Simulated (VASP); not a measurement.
# KBr (Fm-3m) in VASP: a series of runs

KBr is run at these levels: PBE; tasks: single point.

All numbers are computed with VASP 6.6.1; they aren't measurements. Logs are shortened: lines on timing, memory, paths and dates and some standing lists are left out, and cuts for length are marked.

## 1. The cell of the first run

The structure is cubic, space group Fm-3m (No. 225). The conventional cell has a = 6.493 Å, b = 6.493 Å, c = 6.493 Å, α = 90.00°, β = 90.00°, γ = 90.00°. K (site symmetry m-3m) has 6 Br at 3.25 Å within 4.3 Å. Br (site symmetry m-3m) has 6 K at 3.25 Å within 4.3 Å.

## 2. Single point, PBE (volume changed by -5%)

The input, INCAR:

```
PREC = Accurate
ENCUT = 500
EDIFF = 1E-6
ISMEAR = 0
SIGMA = 0.01
LREAL = F
LASPH = T
NELM = 120
ALGO = Normal
ISIF = 2
LWAVE = F
LCHARG = F
GGA = PE
NBANDS = 15
GGA_COMPAT = F
```

The input, KPOINTS:

```
Automatic mesh
0
Gamma
  4 4 4
```

The input, POSCAR:

```
KBr
1.0
    0.0000000000      3.2464543627      3.2464543627
    3.2464543627      0.0000000000      3.2464543627
    3.2464543627      3.2464543627      0.0000000000
K Br
1 1
Direct
    0.0000000000      0.0000000000      0.0000000000
    0.5000000000      0.5000000000      0.5000000000
```

Potentials or basis: VASP PAW PBE potentials, release 64 (K_sv, Br).

The run is started by

```bash
$ cat potpaw_PBE.64/K_sv/POTCAR potpaw_PBE.64/Br/POTCAR > POTCAR
$ mpirun -np 1 vasp_std > vasp.out
```

OUTCAR:

```text
PREC = Accurate
   ENCUT = 500
   EDIFF = 1E-6
   ISMEAR = 0
   LREAL = F
   LASPH = T
   NELM = 120
   ISIF = 2
   GGA = PE

 ion  position               nearest neighbor table
   1  0.000  0.000  0.000-   2 3.25   2 3.25   2 3.25   2 3.25   2 3.25   2 3.25
   2  0.500  0.500  0.500-   1 3.25   1 3.25   1 3.25   1 3.25   1 3.25   1 3.25

  LATTYP: Found a face centered cubic cell.
 ALAT       =     6.4929087254

  Lattice vectors:

 A1 = (   0.0000000000,   3.2464543627,   3.2464543627)
 A2 = (   3.2464543627,   0.0000000000,   3.2464543627)
 A3 = (   3.2464543627,   3.2464543627,   0.0000000000)

Analysis of symmetry for initial positions (statically):
=====================================================================
 Subroutine PRICEL returns:
 Original cell was already a primitive cell.

 Routine SETGRP: Setting up the symmetry group for a
 face centered cubic supercell.

 Subroutine GETGRP returns: Found 48 space group operations
 (whereof 48 operations were pure point group operations)
 out of a pool of 48 trial point group operations.

The static configuration has the point symmetry O_h .

Analysis of symmetry for dynamics (positions and initial velocities):
=====================================================================
 Subroutine PRICEL returns:
 Original cell was already a primitive cell.

 Routine SETGRP: Setting up the symmetry group for a
 face centered cubic supercell.

 Subroutine GETGRP returns: Found 48 space group operations
 (whereof 48 operations were pure point group operations)
 out of a pool of 48 trial point group operations.

The dynamic configuration has the point symmetry O_h .

 Subroutine INISYM returns: Found 48 space group operations
 (whereof 48 operations are pure point group operations),
 and found     1 'primitive' translations

----------------------------------------------------------------------------------------

                                     Primitive cell

  volume of cell :      68.4318

  direct lattice vectors                    reciprocal lattice vectors
     0.000000000  3.246454363  3.246454363    -0.154014178  0.154014178  0.154014178
     3.246454363  0.000000000  3.246454363     0.154014178 -0.154014178  0.154014178
     3.246454363  3.246454363  0.000000000     0.154014178  0.154014178 -0.154014178

  length of vectors
     4.591179789  4.591179789  4.591179789     0.266760381  0.266760381  0.266760381

  position of ions in fractional coordinates (direct lattice)
     0.000000000  0.000000000  0.000000000
     0.500000000  0.500000000  0.500000000

  ion indices of the primitive-cell ions
   primitive index   ion index
                 1           1
                 2           2

----------------------------------------------------------------------------------------

 KPOINTS: Automatic mesh

Automatic generation of k-mesh.
 Grid dimensions read from file:
 generate k-points for:    4    4    4

 Generating k-lattice:

  Cartesian coordinates                     Fractional coordinates (reciprocal lattice)
    -0.038503544  0.038503544  0.038503544     0.250000000  0.000000000  0.000000000
     0.038503544 -0.038503544  0.038503544     0.000000000  0.250000000  0.000000000
     0.038503544  0.038503544 -0.038503544     0.000000000  0.000000000  0.250000000

  Length of vectors
     0.066690095  0.066690095  0.066690095

  Shift w.r.t. Gamma in fractional coordinates (k-lattice)
     0.000000000  0.000000000  0.000000000

 Subroutine IBZKPT returns following result:
 ===========================================

 Found      8 irreducible k-points:

 Following reciprocal coordinates:
            Coordinates               Weight
  0.000000  0.000000  0.000000      1.000000
  0.250000  0.000000  0.000000      8.000000
  0.500000  0.000000  0.000000      4.000000
  0.250000  0.250000  0.000000      6.000000
  0.500000  0.250000  0.000000     24.000000
 -0.250000  0.250000  0.000000     12.000000
  0.500000  0.500000  0.000000      3.000000
 -0.250000  0.500000  0.250000      6.000000
   k-points           NKPTS =      8   k-points in BZ     NKDIM =      8   number of bands    NBANDS=     15
   number of dos      NEDOS =    301   number of ions     NIONS =      2
   total plane-waves  NPLWV =  46656
   dimension x,y,z NGX =    36 NGY =   36 NGZ =   36
   dimension x,y,z NGXF=    72 NGYF=   72 NGZF=   72
   ions per type =               1   1
   NGX,Y,Z   is equivalent  to a cutoff of  13.04, 13.04, 13.04 a.u.
   NGXF,Y,Z  is equivalent  to a cutoff of  26.07, 26.07, 26.07 a.u.
 SYSTEM =  unknown system
   PREC   = accura    normal or accurate (medium, high low for compatibility)
   ISTART =      0    job   : 0-new  1-cont  2-samecut
   ICHARG =      2    charge: 1-file 2-atom 10-const
   ISPIN  =      1    spin polarized calculation?
   LNONCOLLINEAR =      F non collinear calculations
   LSORBIT =      F    spin-orbit coupling
   LASPH  =      T    aspherical Exc in radial PAW
   ENCUT  =  500.0 eV  36.75 Ry    6.06 a.u.   8.37  8.37  8.37*2*pi/ulx,y,z
   NELM   =    120;   NELMIN=  2; NELMDL= -5     # of ELM steps
   EDIFF  = 0.1E-05   stopping-criterion for ELM
   LREAL  =      F    real-space projection
   EDIFFG = 0.1E-04   stopping-criterion for IOM
   NSW    =      0    number of steps for IOM
   IBRION =     -1    ionic relax: 0-MD 1-quasi-New 2-CG
   NFREE  =      0    steps in history (QN), initial steepest desc. (CG)
   ISIF   =      2    stress and relaxation
   ISYM   =      2    0-nonsym 1-usesym 2-fastsym
   POTIM  = 0.5000    time-step for ionic-motion
   TEBEG  =    0.0;   TEEND  =   0.0 temperature during run
   PSTRESS=    0.0 pullay stress
   NELECT =      16.0000    total number of electrons
   NUPDOWN=      -1.0000    fix difference up-down
   EMIN   =  10.00;   EMAX   =-10.00  energy-range for DOS
   EFERMI =   0.00;   METHOD = LEGACY
   ISMEAR =     0;   SIGMA  =   0.01  broadening in eV -4-tet -1-fermi 0-gaus
   EFERMI_NEDOS =   21; number of points for ismear=-14 and -15
   IALGO  =     38    algorithm
   IMIX   =      4    mixing-type and parameters
     AMIX     =   0.40;   BMIX     =  1.00
     AMIX_MAG =   1.60;   BMIX_MAG =  1.00
  volume/ion in A,a.u.               =      34.22       230.90
  Fermi-wavevector in a.u.,A,eV,Ry     =   1.008546  1.905875 13.839359  1.017164
  Thomas-Fermi vector in A             =   2.141419
   LORBIT       =      0    0 simple, 1 ext, 2 COOP (PROOUT), +10 PAW based schemes
   GGA     = PE    functional components
   LHFCALC =     F    Hartree Fock is set to
   AEXX    =    0.0000 exact exchange contribution
   IVDW    =     0    specifies the selected vdW correction
   LEPSILON=     F    determine dielectric tensor
   LRPA    =     F    only Hartree local field effects (RPA)
 non-spin polarized calculation
 Gauss-broadening in eV      SIGMA  =   0.01
  energy-cutoff  :      500.00
  volume of cell :       68.43
 maximum number of plane-waves:      1807
 NGX is ok and might be reduce to    36
   NGX = 17   NGY = 17   NGZ = 17

 number of electron      16.0000002 magnetization

 Free energy of the ion-electron system (eV)
  ---------------------------------------------------
  ext. energy  EPLUGINS =         0.00000000
  ---------------------------------------------------
  free energy    TOTEN  =        -6.18831009 eV

  energy without entropy =       -6.18831009  energy(sigma->0) =       -6.18831009

 E-fermi :  -1.4367     XC(G=0):  -7.5686

 val. band max:       -1.5372371675   @ k =   0.0000   0.0000   0.0000
 cond. band min:       3.0319915597   @ k =   0.0000   0.0000   0.0000
 fundamental gap:      4.5692287272
 Fermi energy:        -1.4366919163

 k-point     1 :       0.0000    0.0000    0.0000
  band No.  band energies     occupation
      1     -29.2184      2.00000
      2     -13.8923      2.00000
      3     -12.6997      2.00000
      4     -12.6997      2.00000
      5     -12.6997      2.00000
      6      -1.5372      2.00000
      7      -1.5372      2.00000
      8      -1.5372      2.00000
      9       3.0320      0.00000
     10       6.0716      0.00000
     11       6.0716      0.00000
     12       6.0716      0.00000
     13       6.9264      0.00000
     14       6.9264      0.00000
     15      10.1892      0.00000

 k-point     2 :       0.2500    0.0000    0.0000
  band No.  band energies     occupation
      1     -29.2147      2.00000
      2     -13.9974      2.00000
      3     -12.7027      2.00000
      4     -12.7027      2.00000
      5     -12.5531      2.00000
      6      -2.2671      2.00000
      7      -1.7333      2.00000
      8      -1.7333      2.00000
      9       4.3226      0.00000
     10       6.0014      0.00000
     11       6.8099      0.00000
     12       6.8099      0.00000
     13       7.7630      0.00000
     14       7.7630      0.00000
     15      10.9528      0.00000

 k-point     3 :       0.5000    0.0000    0.0000
  band No.  band energies     occupation
      1     -29.2111      2.00000
      2     -14.0852      2.00000
      3     -12.7058      2.00000
      4     -12.7058      2.00000
      5     -12.4226      2.00000
      6      -2.8165      2.00000
      7      -1.9125      2.00000
      8      -1.9125      2.00000
      9       5.1573      0.00000
     10       6.8782      0.00000
     11       8.3556      0.00000
     12       8.3556      0.00000
     13       8.6939      0.00000
     14       8.6939      0.00000
     15       9.7387      0.00000
[... 55 lines left out ...]
 k-point     7 :       0.5000    0.5000    0.0000
  band No.  band energies     occupation
      1     -29.2089      2.00000
      2     -13.7802      2.00000
      3     -12.8106      2.00000
      4     -12.7435      2.00000
      5     -12.7435      2.00000
      6      -2.4022      2.00000
      7      -1.8401      2.00000
      8      -1.8401      2.00000
      9       4.2671      0.00000
     10       5.8443      0.00000
     11       7.9082      0.00000
     12       8.2492      0.00000
     13       8.3158      0.00000
     14       9.3971      0.00000
     15       9.3971      0.00000

 k-point     8 :      -0.2500    0.5000    0.2500
  band No.  band energies     occupation
      1     -29.2089      2.00000
      2     -13.8865      2.00000
      3     -12.7769      2.00000
      4     -12.7769      2.00000
      5     -12.5929      2.00000
      6      -2.1650      2.00000
      7      -2.1650      2.00000
      8      -2.1272      2.00000
      9       5.9001      0.00000
     10       5.9001      0.00000
     11       6.9088      0.00000
     12       7.6699      0.00000
     13       9.3731      0.00000
     14       9.4240      0.00000
     15       9.7430      0.00000

------------------------ aborting loop because EDIFF is reached ----------------------------------------

  FORCE on cell =-STRESS in cart. coord.  units (eV):
  Direction    XX          YY          ZZ          XY          YZ          ZX
  --------------------------------------------------------------------------------------
  -------------------------------------------------------------------------------------
  Total        0.7224151      0.7224151      0.7224151      0.0000000     -0.0000000     -0.0000000
  in kB       16.9137336     16.9137336     16.9137336      0.0000000     -0.0000000     -0.0000000
  external PRESSURE =      16.9137336 kB  Pullay stress =       0.0000000 kB

 VOLUME and BASIS-vectors are now :
 -----------------------------------------------------------------------------
  energy-cutoff  :      500.00
  volume of cell :       68.43
      direct lattice vectors                 reciprocal lattice vectors
     0.000000000  3.246454363  3.246454363    -0.154014178  0.154014178  0.154014178
     3.246454363  0.000000000  3.246454363     0.154014178 -0.154014178  0.154014178
     3.246454363  3.246454363  0.000000000     0.154014178  0.154014178 -0.154014178

 POSITION                                       TOTAL-FORCE (eV/Angst)
 -----------------------------------------------------------------------------------
      0.00000      0.00000      0.00000        -0.000000     -0.000000     -0.000000
      3.24645      3.24645      3.24645         0.000000      0.000000      0.000000
 -----------------------------------------------------------------------------------
    total drift:                                0.000000      0.000000      0.000000

  FREE ENERGIE OF THE ION-ELECTRON SYSTEM (eV)
  ---------------------------------------------------
  free  energy   TOTEN  =        -6.1883100876 eV

  energy  without entropy=       -6.1883100876  energy(sigma->0) =       -6.18831009
```

It took 20 s on 1 thread of Intel Xeon 8259CL, shared host; peak memory 0.2 GiB.

Results:

- Free energy: -6.1883 eV
- Pressure: 1.7 GPa
- Band gap on the k mesh: 4.57 eV, direct

## 3. Single point, PBE (volume changed by +5%)

The input, INCAR:

```
SYSTEM = KBr
  PREC = Accurate
  ENCUT = 500
  EDIFF = 1E-6
  ISMEAR = 0
  SIGMA = 0.01
  LREAL = .False.
  LASPH = .True.
  NELM = 120
  ALGO = Normal
  ISIF = 2
  LWAVE = .False.
  LCHARG = .False.
  GGA = PE
  NBANDS = 15
  GGA_COMPAT = .False.
```

The input, KPOINTS:

```
Automatic mesh
0
Gamma
  4 4 4
  0 0 0
```

The input, POSCAR:

```
KBr
1.0
    0.0000000000      3.3565866792      3.3565866792
    3.3565866792      0.0000000000      3.3565866792
    3.3565866792      3.3565866792      0.0000000000
K Br
1 1
Direct
    0.0000000000      0.0000000000      0.0000000000
    0.5000000000      0.5000000000      0.5000000000
```

Potentials or basis: VASP PAW PBE potentials, release 64 (K_sv, Br).

The run is started by

```bash
$ cat potpaw_PBE.64/K_sv/POTCAR potpaw_PBE.64/Br/POTCAR > POTCAR
$ mpirun -np 1 vasp_std > vasp.out
```

OUTCAR:

```text
SYSTEM = KBr
   PREC = Accurate
   ENCUT = 500
   EDIFF = 1E-6
   ISMEAR = 0
   LREAL = .False.
   LASPH = .True.
   NELM = 120
   ISIF = 2
   GGA = PE

 ion  position               nearest neighbor table
   1  0.000  0.000  0.000-
   2  0.500  0.500  0.500-

  LATTYP: Found a face centered cubic cell.
 ALAT       =     6.7131733584

  Lattice vectors:

 A1 = (   0.0000000000,   3.3565866792,   3.3565866792)
 A2 = (   3.3565866792,   0.0000000000,   3.3565866792)
 A3 = (   3.3565866792,   3.3565866792,   0.0000000000)

Analysis of symmetry for initial positions (statically):
=====================================================================
 Subroutine PRICEL returns:
 Original cell was already a primitive cell.

 Routine SETGRP: Setting up the symmetry group for a
 face centered cubic supercell.

 Subroutine GETGRP returns: Found 48 space group operations
 (whereof 48 operations were pure point group operations)
 out of a pool of 48 trial point group operations.

The static configuration has the point symmetry O_h .

Analysis of symmetry for dynamics (positions and initial velocities):
[... 154 lines left out ...]
      3     -13.3021      2.00000
      4     -13.3021      2.00000
      5     -13.3021      2.00000
      6      -1.9345      2.00000
      7      -1.9345      2.00000
      8      -1.9345      2.00000
      9       2.3662      0.00000
     10       5.6535      0.00000
     11       5.6535      0.00000
     12       5.6535      0.00000
     13       6.4452      0.00000
     14       6.4452      0.00000
[... 113 lines left out ...]
      2     -14.1728      2.00000
      3     -13.3529      2.00000
      4     -13.3529      2.00000
      5     -13.2134      2.00000
      6      -2.4808      2.00000
      7      -2.4808      2.00000
      8      -2.4206      2.00000
      9       5.3914      0.00000
     10       5.3914      0.00000
     11       6.1229      0.00000
     12       6.8551      0.00000
     13       8.5468      0.00000
     14       8.6899      0.00000
     15       8.8318      0.00000

------------------------ aborting loop because EDIFF is reached ----------------------------------------

  FORCE on cell =-STRESS in cart. coord.  units (eV):
  Direction    XX          YY          ZZ          XY          YZ          ZX
  --------------------------------------------------------------------------------------
  -------------------------------------------------------------------------------------
  Total       -0.0073403     -0.0073403     -0.0073403      0.0000000     -0.0000000     -0.0000000
  in kB       -0.1554897     -0.1554897     -0.1554897      0.0000000     -0.0000000     -0.0000000
  external PRESSURE =      -0.1554897 kB  Pullay stress =       0.0000000 kB

 VOLUME and BASIS-vectors are now :
 -----------------------------------------------------------------------------
  energy-cutoff  :      500.00
  volume of cell :       75.64
      direct lattice vectors                 reciprocal lattice vectors
     0.000000000  3.356586679  3.356586679    -0.148960849  0.148960849  0.148960849
     3.356586679  0.000000000  3.356586679     0.148960849 -0.148960849  0.148960849
     3.356586679  3.356586679  0.000000000     0.148960849  0.148960849 -0.148960849

 POSITION                                       TOTAL-FORCE (eV/Angst)
 -----------------------------------------------------------------------------------
      0.00000      0.00000      0.00000        -0.000000     -0.000000     -0.000000
      3.35659      3.35659      3.35659         0.000000      0.000000      0.000000
 -----------------------------------------------------------------------------------
    total drift:                                0.000000      0.000000      0.000000

  FREE ENERGIE OF THE ION-ELECTRON SYSTEM (eV)
  ---------------------------------------------------
  free  energy   TOTEN  =        -6.2232012674 eV

  energy  without entropy=       -6.2232012674  energy(sigma->0) =       -6.22320127
```

stdout:

```text
POSCAR found type information on POSCAR K Br
 POSCAR found :  2 types and       2 ions
 scaLAPACK will be used
 LDA part: xc-table for (Slater+PW92), standard interpolation
 POSCAR, INCAR and KPOINTS ok, starting setup
 FFT: planning ... GRIDC
 FFT: planning ... GRID_SOFT
 FFT: planning ... GRID
 WAVECAR not read
 entering main loop
```

It took 21 s on 1 thread of Intel Xeon 8259CL, shared host; peak memory 0.2 GiB.

What came out:

| Quantity | Value |
| --- | --- |
| Free energy | -6.2232 eV |
| Pressure | 0.0 GPa |
| Band gap on the k mesh | 4.30 eV, direct |

Levels at points of the mesh, in eV from the valence-band top:
| k point | band 4 | band 5 | band 6 | band 7 | band 8 | band 9 | band 10 | band 11 | band 12 | band 13 |
| --- | --- | --- | --- | --- | --- | --- | --- | --- | --- | --- |
| (0.00, 0.00, 0.00) | -11.37 | -11.37 | 0.00 | 0.00 | 0.00 | 4.30 | 7.59 | 7.59 | 7.59 | 8.38 |
| (0.50, 0.00, 0.00) | -11.37 | -11.14 | -1.08 | -0.29 | -0.29 | 6.48 | 8.04 | 9.62 | 9.62 | 9.91 |
| (0.50, 0.50, 0.00) | -11.40 | -11.40 | -0.76 | -0.27 | -0.27 | 5.91 | 7.01 | 9.23 | 9.28 | 9.48 |
